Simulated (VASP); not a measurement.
# Si2Ge (Fm-3m) in VASP: further runs

Runs on Si2Ge. Level: r2SCAN. Tasks: relaxation of cell and atoms, single point.

Everything below comes from runs of VASP 6.6.1. Logs are shortened: lines on timing, memory, paths and dates and some standing lists are left out, and cuts for length are marked.

### 1 The cell of the first run

It takes space group Fm-3m (No. 225, cubic). Conventional cell: a = 5.709 Å, b = 5.709 Å, c = 5.709 Å, α = 90.00°, β = 90.00°, γ = 90.00°. Within 3.3 Å of Si (site symmetry -43m) lie 4 Ge at 2.47 Å and 6 Si at 2.85 Å. Ge (site symmetry m-3m) has 8 Si at 2.47 Å within 3.3 Å.

### 2 Relaxation of cell and atoms, r2SCAN

The input, POSCAR:

```
Si2Ge
1.0
    0.0000000000      2.8545571171      2.8545571171
    2.8545571171      0.0000000000      2.8545571171
    2.8545571171      2.8545571171      0.0000000000
Si Ge
2 1
Direct
    0.2500000000      0.2500000000      0.2500000000
    0.7500000000      0.7500000000      0.7500000000
    0.0000000000      0.0000000000      0.0000000000
```

The input, INCAR.step1:

```
ALGO = Normal
EDIFF = 1E-4
ENCUT = 600
GGA = PE
ISMEAR = 0
LASPH = True
LCHARG = False
LREAL = False
LWAVE = True
NELM = 80
PREC = Accurate
SIGMA = 0.1
```

The input, INCAR.step2:

```
ALGO = Normal
EDIFF = 1E-6
EDIFFG = -0.04
ENCUT = 600
IBRION = 2
ISIF = 3
ISMEAR = 0
ISTART = 1
LASPH = True
LCHARG = False
LMIXTAU = True
LREAL = False
LWAVE = False
METAGGA = R2SCAN
NELM = 80
NSW = 90
PREC = Accurate
SIGMA = 0.1
```

The input, KPOINTS:

```
k-points
0
Gamma
  6 6 6
```

Potentials or basis: VASP PAW PBE potentials, release 64 (Si, Ge_d).

On the command line:

```sh
$ cat potpaw_PBE.64/Si/POTCAR potpaw_PBE.64/Ge_d/POTCAR > POTCAR
$ cp INCAR.step1 INCAR
$ mpirun -np 1 vasp_std > vasp.out
$ cp INCAR.step2 INCAR
$ mpirun -np 1 vasp_std > vasp.out
```

OUTCAR:

```text
EDIFF = 1E-6
   EDIFFG = -0.04
   ENCUT = 600
   IBRION = 2
   ISIF = 3
   ISMEAR = 0
   ISTART = 1
   LASPH = True
   LREAL = False
   METAGGA = R2SCAN
   NELM = 80
   NSW = 90
   PREC = Accurate

 ion  position               nearest neighbor table
   1  0.250  0.250  0.250-   3 2.47   3 2.47   3 2.47   3 2.47   2 2.85   2 2.85   2 2.85   2 2.85
                             2 2.85   2 2.85
   2  0.750  0.750  0.750-   3 2.47   3 2.47   3 2.47   3 2.47   1 2.85   1 2.85   1 2.85   1 2.85
                             1 2.85   1 2.85
   3  0.000  0.000  0.000-   2 2.47   2 2.47   2 2.47   1 2.47   2 2.47   1 2.47   1 2.47   1 2.47

  LATTYP: Found a face centered cubic cell.
 ALAT       =     5.7091142342

  Lattice vectors:

 A1 = (   0.0000000000,   2.8545571171,   2.8545571171)
 A2 = (   2.8545571171,   0.0000000000,   2.8545571171)
 A3 = (   2.8545571171,   2.8545571171,   0.0000000000)

Analysis of symmetry for initial positions (statically):
=====================================================================
 Subroutine PRICEL returns:
 Original cell was already a primitive cell.

 Routine SETGRP: Setting up the symmetry group for a
 face centered cubic supercell.

 Subroutine GETGRP returns: Found 48 space group operations
 (whereof 48 operations were pure point group operations)
 out of a pool of 48 trial point group operations.

The static configuration has the point symmetry O_h .

Analysis of symmetry for dynamics (positions and initial velocities):
=====================================================================
 Subroutine PRICEL returns:
 Original cell was already a primitive cell.

 Routine SETGRP: Setting up the symmetry group for a
 face centered cubic supercell.

 Subroutine GETGRP returns: Found 48 space group operations
 (whereof 48 operations were pure point group operations)
 out of a pool of 48 trial point group operations.

The dynamic configuration has the point symmetry O_h .

 Subroutine INISYM returns: Found 48 space group operations
 (whereof 48 operations are pure point group operations),
 and found     1 'primitive' translations

----------------------------------------------------------------------------------------

                                     Primitive cell

  volume of cell :      46.5207

  direct lattice vectors                    reciprocal lattice vectors
     0.000000000  2.854557117  2.854557117    -0.175158520  0.175158520  0.175158520
     2.854557117  0.000000000  2.854557117     0.175158520 -0.175158520  0.175158520
     2.854557117  2.854557117  0.000000000     0.175158520  0.175158520 -0.175158520

  length of vectors
     4.036953390  4.036953390  4.036953390     0.303383456  0.303383456  0.303383456

  position of ions in fractional coordinates (direct lattice)
     0.250000000  0.250000000  0.250000000
     0.750000000  0.750000000  0.750000000
     0.000000000  0.000000000  0.000000000

  ion indices of the primitive-cell ions
   primitive index   ion index
                 1           1
                 2           2
                 3           3

----------------------------------------------------------------------------------------

 KPOINTS: k-points

Automatic generation of k-mesh.
 Grid dimensions read from file:
 generate k-points for:    6    6    6

 Generating k-lattice:

  Cartesian coordinates                     Fractional coordinates (reciprocal lattice)
    -0.029193087  0.029193087  0.029193087     0.166666667  0.000000000  0.000000000
     0.029193087 -0.029193087  0.029193087     0.000000000  0.166666667  0.000000000
     0.029193087  0.029193087 -0.029193087     0.000000000  0.000000000  0.166666667

  Length of vectors
     0.050563909  0.050563909  0.050563909

  Shift w.r.t. Gamma in fractional coordinates (k-lattice)
     0.000000000  0.000000000  0.000000000

 Subroutine IBZKPT returns following result:
 ===========================================

 Found     16 irreducible k-points:

 Following reciprocal coordinates:
            Coordinates               Weight
  0.000000  0.000000  0.000000      1.000000
  0.166667  0.000000  0.000000      8.000000
  0.333333  0.000000  0.000000      8.000000
  0.500000  0.000000  0.000000      4.000000
  0.166667  0.166667  0.000000      6.000000
  0.333333  0.166667  0.000000     24.000000
[... 8 lines left out ...]
 -0.333333  0.333333  0.166667     24.000000
 -0.333333  0.500000  0.166667     12.000000
   k-points           NKPTS =     16   k-points in BZ     NKDIM =     16   number of bands    NBANDS=     15
   number of dos      NEDOS =    301   number of ions     NIONS =      3
   total plane-waves  NPLWV =  32768
   dimension x,y,z NGX =    32 NGY =   32 NGZ =   32
   dimension x,y,z NGXF=    64 NGYF=   64 NGZF=   64
   ions per type =               2   1
   NGX,Y,Z   is equivalent  to a cutoff of  13.18, 13.18, 13.18 a.u.
   NGXF,Y,Z  is equivalent  to a cutoff of  26.36, 26.36, 26.36 a.u.
 SYSTEM =  unknown system
   PREC   = accura    normal or accurate (medium, high low for compatibility)
   ISTART =      1    job   : 0-new  1-cont  2-samecut
   ICHARG =      0    charge: 1-file 2-atom 10-const
   ISPIN  =      1    spin polarized calculation?
   LNONCOLLINEAR =      F non collinear calculations
   LSORBIT =      F    spin-orbit coupling
   LASPH  =      T    aspherical Exc in radial PAW
   ENCUT  =  600.0 eV  44.10 Ry    6.64 a.u.   8.06  8.06  8.06*2*pi/ulx,y,z
   NELM   =     80;   NELMIN=  2; NELMDL=  0     # of ELM steps
   EDIFF  = 0.1E-05   stopping-criterion for ELM
   LREAL  =      F    real-space projection
   EDIFFG = -.4E-01   stopping-criterion for IOM
   NSW    =     90    number of steps for IOM
   IBRION =      2    ionic relax: 0-MD 1-quasi-New 2-CG
   NFREE  =      1    steps in history (QN), initial steepest desc. (CG)
   ISIF   =      3    stress and relaxation
   ISYM   =      2    0-nonsym 1-usesym 2-fastsym
   POTIM  = 0.5000    time-step for ionic-motion
   TEBEG  =    0.0;   TEEND  =   0.0 temperature during run
   PSTRESS=    0.0 pullay stress
   NELECT =      22.0000    total number of electrons
   NUPDOWN=      -1.0000    fix difference up-down
   EMIN   =  10.00;   EMAX   =-10.00  energy-range for DOS
   EFERMI =   0.00;   METHOD = LEGACY
   ISMEAR =     0;   SIGMA  =   0.10  broadening in eV -4-tet -1-fermi 0-gaus
   EFERMI_NEDOS =   21; number of points for ismear=-14 and -15
   IALGO  =     38    algorithm
   IMIX   =      4    mixing-type and parameters
     AMIX     =   0.40;   BMIX     =  1.00
     AMIX_MAG =   1.60;   BMIX_MAG =  1.00
  volume/ion in A,a.u.               =      15.51       104.65
  Fermi-wavevector in a.u.,A,eV,Ry     =   1.275460  2.410271 22.133948  1.626799
  Thomas-Fermi vector in A             =   2.408171
   LORBIT       =      0    0 simple, 1 ext, 2 COOP (PROOUT), +10 PAW based schemes
   METAGGA = R2SCAN    functional components
   LHFCALC =     F    Hartree Fock is set to
   AEXX    =    0.0000 exact exchange contribution
   IVDW    =     0    specifies the selected vdW correction
   LEPSILON=     F    determine dielectric tensor
   LRPA    =     F    only Hartree local field effects (RPA)
 conjugate gradient relaxation of ions
 non-spin polarized calculation
 Gauss-broadening in eV      SIGMA  =   0.10
  energy-cutoff  :      600.00
  volume of cell :       46.52
 maximum number of plane-waves:      1588
   NGX = 17   NGY = 17   NGZ = 17

--------------------------------------- Ionic step        1  -------------------------------------------

 number of electron      22.0000013 magnetization

 Free energy of the ion-electron system (eV)
  ---------------------------------------------------
  ext. energy  EPLUGINS =         0.00000000
  ---------------------------------------------------
  free energy    TOTEN  =       -28.43344510 eV

  energy without entropy =      -28.42340610  energy(sigma->0) =      -28.42842560

------------------------ aborting loop because EDIFF is reached ----------------------------------------

  FORCE on cell =-STRESS in cart. coord.  units (eV):
  Direction    XX          YY          ZZ          XY          YZ          ZX
  --------------------------------------------------------------------------------------
  -------------------------------------------------------------------------------------
  Total        5.3076194      5.3076194      5.3076194      0.0000000      0.0000000      0.0000000
  in kB      182.7949316    182.7949316    182.7949316      0.0000000      0.0000000      0.0000000
  external PRESSURE =     182.7949316 kB  Pullay stress =       0.0000000 kB

 VOLUME and BASIS-vectors are now :
 -----------------------------------------------------------------------------
  energy-cutoff  :      600.00
  volume of cell :       46.52
      direct lattice vectors                 reciprocal lattice vectors
     0.000000000  2.854557117  2.854557117    -0.175158520  0.175158520  0.175158520
     2.854557117  0.000000000  2.854557117     0.175158520 -0.175158520  0.175158520
     2.854557117  2.854557117  0.000000000     0.175158520  0.175158520 -0.175158520
[... 75 lines left out ...]
 POSITION                                       TOTAL-FORCE (eV/Angst)
 -----------------------------------------------------------------------------------
      1.52134      1.52134      1.52134         0.000000      0.000000     -0.000000
      4.56401      4.56401      4.56401        -0.000000     -0.000000      0.000000
      0.00000      0.00000      0.00000        -0.000000      0.000000     -0.000000
 -----------------------------------------------------------------------------------
    total drift:                                0.000000     -0.000000      0.000000

  FREE ENERGIE OF THE ION-ELECTRON SYSTEM (eV)
  ---------------------------------------------------
  free  energy   TOTEN  =       -28.9061605494 eV

  energy  without entropy=      -28.8960499360  energy(sigma->0) =      -28.90110524

--------------------------------------- Ionic step        4  -------------------------------------------

 number of electron      21.9999998 magnetization

 Free energy of the ion-electron system (eV)
  ---------------------------------------------------
  ext. energy  EPLUGINS =         0.00000000
  ---------------------------------------------------
  free energy    TOTEN  =       -28.90665606 eV

  energy without entropy =      -28.89666787  energy(sigma->0) =      -28.90166196

 E-fermi :   6.7025     XC(G=0): -11.0250

 val. band max:        6.5039003585   @ k =   0.5000   0.3333   0.1667
 cond. band min:       6.7513016279   @ k =   0.3333   0.1667   0.0000
 fundamental gap:      0.2474012694
 Fermi energy:         6.7025041303

 k-point     1 :       0.0000    0.0000    0.0000
  band No.  band energies     occupation
      1     -18.6229      2.00000
      2     -18.6229      2.00000
      3     -18.6229      2.00000
      4     -18.5940      2.00000
      5     -18.5940      2.00000
      6      -6.9721      2.00000
      7       3.8700      2.00000
      8       5.2065      2.00000
      9       5.2065      2.00000
     10       5.2065      2.00000
     11       5.3837      2.00000
     12       5.3838      2.00000
     13       5.3838      2.00000
     14       5.6950      2.00000
     15      10.7653      0.00000
[... 290 lines left out ...]
 POSITION                                       TOTAL-FORCE (eV/Angst)
 -----------------------------------------------------------------------------------
      1.52531      1.52531      1.52531         0.000000      0.000000      0.000000
      4.57594      4.57594      4.57594        -0.000000     -0.000000     -0.000000
      6.10126      6.10126      6.10126        -0.000000     -0.000000     -0.000000
 -----------------------------------------------------------------------------------
    total drift:                               -0.000000     -0.000000      0.000000

  FREE ENERGIE OF THE ION-ELECTRON SYSTEM (eV)
  ---------------------------------------------------
  free  energy   TOTEN  =       -28.9066560574 eV

  energy  without entropy=      -28.8966678724  energy(sigma->0) =      -28.90166196

 reached required accuracy - stopping structural energy minimisation
```

It took 70 s on 1 thread of Intel Xeon 6975P-C (Granite Rapids), shared host; peak memory 0.19 GiB.

Results:

```yaml
Free_energy: -28.9067 eV
Relaxed_volume: 18.93 Å³/atom
Relaxed_cell: a = 4.314 Å, b = 4.314 Å, c = 4.314 Å, α = 60.00°, β = 60.00°, γ = 60.00°
Space_group_after_relaxing_to_0.1_Å: Fm-3m (No. 225)
Energy_gained_by_relaxing: 157.7 meV/atom
Ionic_steps: 4
Pressure_after_relaxing: -0.1 GPa
Band_gap_on_the_k_mesh: zero (bands 11 and 12 overlap by 2.90 eV)
```

The path:
| step | energy change (eV) | largest force (eV/Å) | pressure (GPa) | volume (Å³) |
| --- | --- | --- | --- | --- |
| 1 | 0.0000 | 0.0000 | 18.28 | 46.52 |
| 2 | -0.4476 | 0.0000 | -2.79 | 59.48 |
| 3 | -0.4727 | 0.0000 | 0.49 | 56.34 |
| 4 | -0.4732 | 0.0000 | -0.06 | 56.78 |

Final structure:
```
Si Ge
1.0
     0.00000    3.05063    3.05063
     3.05063    0.00000    3.05063
     3.05063    3.05063    0.00000
Si Ge
2 1
Direct
  0.25000 0.25000 0.25000
  0.75000 0.75000 0.75000
  0.00000 0.00000 0.00000
```

Caveat: the volume moved by over 15 % at a fixed basis, so the end points are rough; the PAW data sets were made with another functional, which shifts forces and pressure a little.

### 3 Single point, r2SCAN

This run uses another cell than the first one, of 18.58 Å³/atom.

The input, POSCAR:

```
Si2Ge
1.0
    0.0000000000      3.0316205796      3.0316205796
    3.0316205796      0.0000000000      3.0316205796
    3.0316205796      3.0316205796      0.0000000000
Si Ge
2 1
Direct
    0.2500000000      0.2500000000      0.2500000000
    0.7500000000      0.7500000000      0.7500000000
    0.0000000000      0.0000000000      0.0000000000
```

The input, INCAR.step1:

```
SYSTEM = Si2Ge
  PREC = Accurate
  ENCUT = 520
  ISMEAR = 0
  SIGMA = 0.1
  LREAL = .FALSE.
  LASPH = .TRUE.
  NELM = 80
  NBANDS = 18
  GGA = PE
  ALGO = Normal
  EDIFF = 1E-4
  LWAVE = .TRUE.
  LCHARG = .FALSE.
```

The input, INCAR.step2:

```
SYSTEM = Si2Ge
  PREC = Accurate
  ENCUT = 520
  EDIFF = 1E-6
  ISMEAR = 0
  SIGMA = 0.1
  LREAL = .FALSE.
  LASPH = .TRUE.
  NELM = 80
  ALGO = Normal
  ISIF = 2
  LWAVE = .FALSE.
  LCHARG = .FALSE.
  METAGGA = R2SCAN
  LMIXTAU = .TRUE.
  NBANDS = 18
  ISTART = 1
```

The input, KPOINTS:

```
regular mesh
0
G
  14 14 14
  0 0 0
```

Potentials or basis: VASP PAW PBE potentials, release 64 (Si, Ge_d).

On the command line:

```sh
$ cat potpaw_PBE.64/Si/POTCAR potpaw_PBE.64/Ge_d/POTCAR > POTCAR
$ cp INCAR.step1 INCAR
$ mpirun -np 1 vasp_std > vasp.out
$ cp INCAR.step2 INCAR
$ mpirun -np 1 vasp_std > vasp.out
```

Wall time 92 s (1 thread of Intel Xeon 6975P-C (Granite Rapids), shared host); peak memory 0.24 GiB.

Results (log left out):

| Item | Value |
| --- | --- |
| Free energy | -28.9784 eV |
| Pressure | -0.1 GPa |
| Band gap on the k mesh | zero (bands 11 and 12 overlap by 2.60 eV) |

Levels at points of the mesh, in eV from the Fermi level:
| k point | band 8 | band 9 | band 10 | band 11 | band 12 | band 13 | band 14 | band 15 |
| --- | --- | --- | --- | --- | --- | --- | --- | --- |
| (0.00, 0.00, 0.00) | -1.72 | -1.72 | -1.72 | -1.55 | -1.55 | -1.55 | -1.06 | 3.91 |
| (0.50, 0.00, 0.00) | -4.04 | -3.42 | -3.42 | -0.88 | -0.88 | 0.69 | 5.49 | 5.77 |
| (0.50, 0.50, 0.00) | -6.28 | -5.36 | -5.36 | -1.71 | 4.73 | 4.73 | 6.71 | 6.73 |

Caveat: the PAW data sets were made with another functional, which shifts forces and pressure a little.
